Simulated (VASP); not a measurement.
# SnSe (P6/mmm) in VASP: a series of runs, part 2 of 3

VASP 6.6.1. The steps go on from the part before.

## Step 3: Single point, PBE

This run uses another cell than the first one, of 33.45 Å³/atom.

Contents of INCAR:

```
ALGO = Normal ; EDIFF = 1E-7
ENCUT = 520 ; GGA = PE
ISIF = 2 ; ISMEAR = 0
LASPH = T ; LCHARG = F
LREAL = F ; LWAVE = F
NBANDS = 17 ; NELM = 100
PREC = Accurate ; SIGMA = 0.1
```

Contents of KPOINTS:

```
k-points
0
Gamma
  6 6 4
```

Contents of POSCAR:

```
SnSe
1.0
    3.4470145500      0.0000000000      0.0000000000
   -1.7235072800      2.9852021700      0.0000000000
    0.0000000000      0.0000000000      6.5011862100
Sn Se
1 1
Direct
    0.0000000000      0.0000000000      0.0000000000
    0.0000000000      0.0000000000      0.5000000000
```

Potentials or basis: VASP PAW PBE potentials, release 64 (Sn_d, Se).

On the command line:

```sh
$ cat potpaw_PBE.64/Sn_d/POTCAR potpaw_PBE.64/Se/POTCAR > POTCAR
$ mpirun -np 1 vasp_std > vasp.out
```

OUTCAR:

```text
EDIFF = 1E-7
   ENCUT = 520
   GGA = PE
   ISIF = 2
   ISMEAR = 0
   LASPH = T
   LREAL = F
   NELM = 100
   PREC = Accurate

 ion  position               nearest neighbor table
   1  0.000  0.000  0.000-   2 3.25   2 3.25
   2  0.000  0.000  0.500-   1 3.25   1 3.25

  LATTYP: Found a hexagonal cell.
 ALAT       =     3.4470145500
 C/A-ratio  =     1.8860338753

  Lattice vectors:

 A1 = (   3.4470145500,   0.0000000000,   0.0000000000)
 A2 = (  -1.7235072800,   2.9852021700,   0.0000000000)
 A3 = (   0.0000000000,   0.0000000000,   6.5011862100)

Analysis of symmetry for initial positions (statically):
=====================================================================
 Subroutine PRICEL returns:
 Original cell was already a primitive cell.

 Routine SETGRP: Setting up the symmetry group for a
 hexagonal supercell.

 Subroutine GETGRP returns: Found 24 space group operations
 (whereof 24 operations were pure point group operations)
 out of a pool of 24 trial point group operations.

The static configuration has the point symmetry D_6h.

Analysis of symmetry for dynamics (positions and initial velocities):
=====================================================================
 Subroutine PRICEL returns:
 Original cell was already a primitive cell.

 Routine SETGRP: Setting up the symmetry group for a
 hexagonal supercell.

 Subroutine GETGRP returns: Found 24 space group operations
 (whereof 24 operations were pure point group operations)
 out of a pool of 24 trial point group operations.

The dynamic configuration has the point symmetry D_6h.

 Subroutine INISYM returns: Found 24 space group operations
 (whereof 24 operations are pure point group operations),
 and found     1 'primitive' translations

----------------------------------------------------------------------------------------

                                     Primitive cell

  volume of cell :      66.8974

  direct lattice vectors                    reciprocal lattice vectors
     3.447014550  0.000000000  0.000000000     0.290106115  0.167492844  0.000000000
    -1.723507280  2.985202170  0.000000000     0.000000000  0.334985687  0.000000000
     0.000000000  0.000000000  6.501186210     0.000000000  0.000000000  0.153818083

  length of vectors
     3.447014550  3.447014555  6.501186210     0.334985688  0.334985687  0.153818083

  position of ions in fractional coordinates (direct lattice)
     0.000000000  0.000000000  0.000000000
     0.000000000  0.000000000  0.500000000

  ion indices of the primitive-cell ions
   primitive index   ion index
                 1           1
                 2           2

----------------------------------------------------------------------------------------

 KPOINTS: k-points

Automatic generation of k-mesh.
 Grid dimensions read from file:
 generate k-points for:    6    6    4

 Generating k-lattice:

  Cartesian coordinates                     Fractional coordinates (reciprocal lattice)
     0.048351019  0.027915474  0.000000000     0.166666667  0.000000000  0.000000000
     0.000000000  0.055830948  0.000000000     0.000000000  0.166666667  0.000000000
     0.000000000  0.000000000  0.038454521     0.000000000  0.000000000  0.250000000

  Length of vectors
     0.055830948  0.055830948  0.038454521

  Shift w.r.t. Gamma in fractional coordinates (k-lattice)
     0.000000000  0.000000000  0.000000000

 Subroutine IBZKPT returns following result:
 ===========================================

 Found     21 irreducible k-points:

 Following reciprocal coordinates:
            Coordinates               Weight
  0.000000  0.000000  0.000000      1.000000
  0.166667  0.000000  0.000000      6.000000
  0.333333  0.000000  0.000000      6.000000
  0.500000  0.000000  0.000000      3.000000
  0.166667  0.166667  0.000000      6.000000
  0.333333  0.166667  0.000000     12.000000
[... 13 lines left out ...]
  0.333333  0.166667  0.500000     12.000000
  0.333333  0.333333  0.500000      2.000000
   k-points           NKPTS =     21   k-points in BZ     NKDIM =     21   number of bands    NBANDS=     17
   number of dos      NEDOS =    301   number of ions     NIONS =      2
   total plane-waves  NPLWV =  37632
   dimension x,y,z NGX =    28 NGY =   28 NGZ =   48
   dimension x,y,z NGXF=    56 NGYF=   56 NGZF=   96
   ions per type =               1   1
   NGX,Y,Z   is equivalent  to a cutoff of  13.50, 13.50, 12.27 a.u.
   NGXF,Y,Z  is equivalent  to a cutoff of  27.01, 27.01, 24.55 a.u.
 SYSTEM =  unknown system
   PREC   = accura    normal or accurate (medium, high low for compatibility)
   ISTART =      0    job   : 0-new  1-cont  2-samecut
   ICHARG =      2    charge: 1-file 2-atom 10-const
   ISPIN  =      1    spin polarized calculation?
   LNONCOLLINEAR =      F non collinear calculations
   LSORBIT =      F    spin-orbit coupling
   LASPH  =      T    aspherical Exc in radial PAW
   ENCUT  =  520.0 eV  38.22 Ry    6.18 a.u.   6.41  6.41 12.09*2*pi/ulx,y,z
   NELM   =    100;   NELMIN=  2; NELMDL= -5     # of ELM steps
   EDIFF  = 0.1E-06   stopping-criterion for ELM
   LREAL  =      F    real-space projection
   EDIFFG = 0.1E-05   stopping-criterion for IOM
   NSW    =      0    number of steps for IOM
   IBRION =     -1    ionic relax: 0-MD 1-quasi-New 2-CG
   NFREE  =      0    steps in history (QN), initial steepest desc. (CG)
   ISIF   =      2    stress and relaxation
   ISYM   =      2    0-nonsym 1-usesym 2-fastsym
   POTIM  = 0.5000    time-step for ionic-motion
   TEBEG  =    0.0;   TEEND  =   0.0 temperature during run
   PSTRESS=    0.0 pullay stress
   NELECT =      20.0000    total number of electrons
   NUPDOWN=      -1.0000    fix difference up-down
   EMIN   =  10.00;   EMAX   =-10.00  energy-range for DOS
   EFERMI =   0.00;   METHOD = LEGACY
   ISMEAR =     0;   SIGMA  =   0.10  broadening in eV -4-tet -1-fermi 0-gaus
   EFERMI_NEDOS =   21; number of points for ismear=-14 and -15
   IALGO  =     38    algorithm
   IMIX   =      4    mixing-type and parameters
     AMIX     =   0.40;   BMIX     =  1.00
     AMIX_MAG =   1.60;   BMIX_MAG =  1.00
  volume/ion in A,a.u.               =      33.45       225.72
  Fermi-wavevector in a.u.,A,eV,Ry     =   1.094666  2.068619 16.303778  1.198294
  Thomas-Fermi vector in A             =   2.230975
   LORBIT       =      0    0 simple, 1 ext, 2 COOP (PROOUT), +10 PAW based schemes
   GGA     = PE    functional components
   LHFCALC =     F    Hartree Fock is set to
   AEXX    =    0.0000 exact exchange contribution
   IVDW    =     0    specifies the selected vdW correction
   LEPSILON=     F    determine dielectric tensor
   LRPA    =     F    only Hartree local field effects (RPA)
 non-spin polarized calculation
 Gauss-broadening in eV      SIGMA  =   0.10
  energy-cutoff  :      520.00
  volume of cell :       66.90
 maximum number of plane-waves:      1822
 NGX is ok and might be reduce to    28
   NGX = 13   NGY = 13   NGZ = 25

 number of electron      20.0000006 magnetization

 Free energy of the ion-electron system (eV)
  ---------------------------------------------------
  ext. energy  EPLUGINS =         0.00000000
  ---------------------------------------------------
  free energy    TOTEN  =        -6.66631445 eV

  energy without entropy =       -6.65550143  energy(sigma->0) =       -6.66090794

 E-fermi :   3.2183     XC(G=0):  -8.8213

 val. band max:        3.1546886712   @ k =   0.3333   0.0000   0.2500
 cond. band min:       3.2296991419   @ k =   0.3333   0.0000   0.5000
 fundamental gap:      0.0750104707
 Fermi energy:         3.2182789198

 k-point     1 :       0.0000    0.0000    0.0000
  band No.  band energies     occupation
      1     -18.2008      2.00000
      2     -18.1269      2.00000
      3     -18.1269      2.00000
      4     -18.1125      2.00000
      5     -18.1125      2.00000
      6      -9.5970      2.00000
[... 9 lines left out ...]
     16      14.2787      0.00000
     17      14.2787      0.00000
[... 381 lines left out ...]
 k-point    21 :       0.3333    0.3333    0.5000
  band No.  band energies     occupation
      1     -18.1477      2.00000
      2     -18.1477      2.00000
      3     -18.1280      2.00000
      4     -18.0734      2.00000
      5     -18.0734      2.00000
      6      -8.2569      2.00000
[... 9 lines left out ...]
     16      11.5375      0.00000
     17      11.5375      0.00000

------------------------ aborting loop because EDIFF is reached ----------------------------------------

  FORCE on cell =-STRESS in cart. coord.  units (eV):
  Direction    XX          YY          ZZ          XY          YZ          ZX
  --------------------------------------------------------------------------------------
  -------------------------------------------------------------------------------------
  Total       -2.8339039     -2.8339039     -3.1791152      0.0000000      0.0000000      0.0000000
  in kB      -67.8713107    -67.8713108    -76.1390354      0.0000001      0.0000000      0.0000000
  external PRESSURE =     -70.6272190 kB  Pullay stress =       0.0000000 kB

 VOLUME and BASIS-vectors are now :
 -----------------------------------------------------------------------------
  energy-cutoff  :      520.00
  volume of cell :       66.90
      direct lattice vectors                 reciprocal lattice vectors
     3.447014550  0.000000000  0.000000000     0.290106115  0.167492844  0.000000000
    -1.723507280  2.985202170  0.000000000     0.000000000  0.334985687  0.000000000
     0.000000000  0.000000000  6.501186210     0.000000000  0.000000000  0.153818083

 POSITION                                       TOTAL-FORCE (eV/Angst)
 -----------------------------------------------------------------------------------
      0.00000      0.00000      0.00000         0.000000      0.000000      0.000000
      0.00000      0.00000      3.25059        -0.000000      0.000000      0.000000
 -----------------------------------------------------------------------------------
    total drift:                               -0.000000     -0.000000      0.000000

  FREE ENERGIE OF THE ION-ELECTRON SYSTEM (eV)
  ---------------------------------------------------
  free  energy   TOTEN  =        -6.6663144486 eV

  energy  without entropy=       -6.6555014269  energy(sigma->0) =       -6.66090794
```

stdout:

```text
POSCAR found type information on POSCAR SnSe
 POSCAR found :  2 types and       2 ions
 scaLAPACK will be used
 LDA part: xc-table for (Slater+PW92), standard interpolation
 POSCAR, INCAR and KPOINTS ok, starting setup
 FFT: planning ... GRIDC
 FFT: planning ... GRID_SOFT
 FFT: planning ... GRID
 WAVECAR not read
 entering main loop
```

Run time: 12 s. Hardware: 1 thread of Intel Xeon 6975P-C (Granite Rapids), shared host; peak memory 0.18 GiB.

What came out:

* Free energy: -6.6663 eV
* Pressure: -7.1 GPa
* Band gap on the k mesh: zero (bands 10 and 11 overlap by 2.37 eV)

Caveat: the cell stands under tension; spin-orbit coupling is left out, which moves the levels of the heavy elements.

## Step 4: Relaxation of cell and atoms, PBE

This run uses another cell than the first one, of 33.45 Å³/atom.

Contents of INCAR:

```
SYSTEM = SnSe
ALGO     = Normal         ! electronic algorithm
EDIFF    = 1E-6           ! SCF threshold, eV
EDIFFG   = -0.04          ! ionic threshold
ENCUT    = 600            ! plane-wave cutoff, eV
GGA      = PE             ! functional
IBRION   = 2              ! ionic algorithm
ISIF     = 3              ! what is computed and relaxed
ISMEAR   = 0              ! smearing method
LASPH    = .TRUE.         ! aspherical terms in the spheres
LCHARG   = .FALSE.        ! write CHGCAR
LREAL    = .FALSE.        ! projectors in reciprocal space
LWAVE    = .FALSE.        ! write WAVECAR
NELM     = 80             ! most SCF steps
NSW      = 90             ! ionic steps
PREC     = Accurate       ! precision mode
SIGMA    = 0.1            ! smearing width, eV
```

Contents of KPOINTS:

```
k-points
0
G
  6 6 4
  0 0 0
```

POSCAR is that of step 3.

On the command line:

```sh
$ cat potpaw_PBE.64/Sn_d/POTCAR potpaw_PBE.64/Se/POTCAR > POTCAR
$ mpirun -np 1 vasp_std > vasp.out
```

Run time: 74 s. Hardware: 1 thread of Intel Xeon 6975P-C (Granite Rapids), shared host; peak memory 0.22 GiB.

The run converged. Its results:

* Free energy: -7.1358 eV
* Relaxed volume: 25.60 Å³/atom
* Relaxed cell: a = 3.234 Å, b = 3.234 Å, c = 5.653 Å, α = 90.00°, β = 90.00°, γ = 120.00°
* Space group after relaxing (to 0.1 Å): P6/mmm (No. 191)
* Energy gained by relaxing: 234.8 meV/atom
* Ionic steps: 11
* Pressure after relaxing: 0.0 GPa
* Band gap on the k mesh: zero (bands 10 and 11 overlap by 3.48 eV)

Stress tensor (GPa, compression positive):
```
 0.08  0.00  0.00
 0.00  0.08  0.00
 0.00  0.00 -0.13
```

Step by step:
```tsv
step	energy change (eV)	largest force (eV/Å)	pressure (GPa)	volume (Å³)
1	0.0000	0.0000	-7.04	66.90
2	-0.4186	0.0000	-1.80	53.65
3	-0.4324	0.0000	-0.13	51.56
4	-0.4326	0.0000	0.15	51.28
5	-0.4597	0.0000	-0.17	50.90
6	-0.4188	0.0000	2.71	49.83
7	-0.4672	0.0000	0.39	50.66
8	-0.4680	0.0000	0.63	50.56
9	-0.4680	0.0000	0.70	50.54
10	-0.4692	0.0000	-0.32	51.51
11	-0.4695	0.0000	0.01	51.21
```

Final structure:
```cif
data_structure
_symmetry_space_group_name_H-M 'P 1'
_symmetry_Int_Tables_number 1
_cell_length_a 3.2341
_cell_length_b 3.2341
_cell_length_c 5.6531
_cell_angle_alpha 90.000
_cell_angle_beta 90.000
_cell_angle_gamma 120.000
_cell_volume 51.21
loop_
_atom_site_label
_atom_site_type_symbol
_atom_site_fract_x
_atom_site_fract_y
_atom_site_fract_z
_atom_site_occupancy
Sn1 Sn 0.00000 0.00000 0.00000 1
Se1 Se 0.00000 0.00000 0.50000 1
```

Levels at points of the mesh, in eV from the Fermi level:
```
           k point  band 8  band 9  band 10  band 11  band 12  band 13
(0.00, 0.00, 0.00)   -5.68    1.65     1.65     4.57     8.23     8.65
(0.50, 0.00, 0.00)   -4.91   -3.59    -2.36     0.02     3.59     4.98
(0.00, 0.00, 0.50)   -1.82   -0.54     1.75     1.75     7.96     7.96
(0.50, 0.00, 0.50)   -4.58   -3.56     0.18     0.37     2.57     4.31
```

Caveat: the volume moved by over 15 % at a fixed basis, so the end points are rough; spin-orbit coupling is left out, which moves the levels of the heavy elements.

[end of part 2 of 3]
